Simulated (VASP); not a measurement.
**Au: single point with LDA**

Crystal: Au.

```
Au
1.0
     2.78036    0.00000    0.00000
    -1.39018    2.40786    0.00000
     0.00000    0.00000    4.64548
Au
2
Direct
  0.33333 0.66667 0.75000
  0.66667 0.33333 0.25000
```

```yaml
Program: VASP 6.6.1
Task: single point
Functional: LDA
Potentials_or_basis: VASP PAW LDA potentials, release 64 (Au)
Cutoff: 500 eV
k_mesh: 18 × 18 × 10
Occupations: fermi-dirac, width 0.15 eV
Spin: no spin polarisation
Dipole_correction: no
Further_INCAR_settings: ALGO = Normal; EDIFF = 1e-06; NBANDS = 18
```

```json
{
 "Pressure": "15.7 GPa",
 "Band gap on the k mesh": "zero (band 11 reaches 15.70 eV, above the bottom of band 12 at 8.07 eV)"
}
```

Stress tensor (GPa, compression positive):
```
15.72  0.00  0.00
 0.00 15.72  0.00
 0.00  0.00 15.52
```

Levels at points of the mesh, in eV from the Fermi level:
| k point | band 9 | band 10 | band 11 | band 12 | band 13 | band 14 |
| --- | --- | --- | --- | --- | --- | --- |
| (0.00, 0.00, 0.00) | -3.94 | -2.29 | -2.29 | -1.61 | 3.23 | 14.43 |
| (0.50, 0.00, 0.00) | -1.93 | -1.70 | 0.39 | 1.79 | 6.03 | 7.65 |
| (0.00, 0.00, 0.50) | -2.83 | -2.83 | -2.83 | -2.83 | 11.36 | 11.36 |
| (0.50, 0.00, 0.50) | -1.80 | -1.80 | 0.24 | 0.24 | 4.50 | 4.50 |

It took 59 s on 1 thread of Intel(R) Xeon(R) 6975P-C (Granite Rapids) (shared host), peak memory 0.2 GiB.

Caveat: spin-orbit coupling is left out, which moves the levels of the heavy elements.
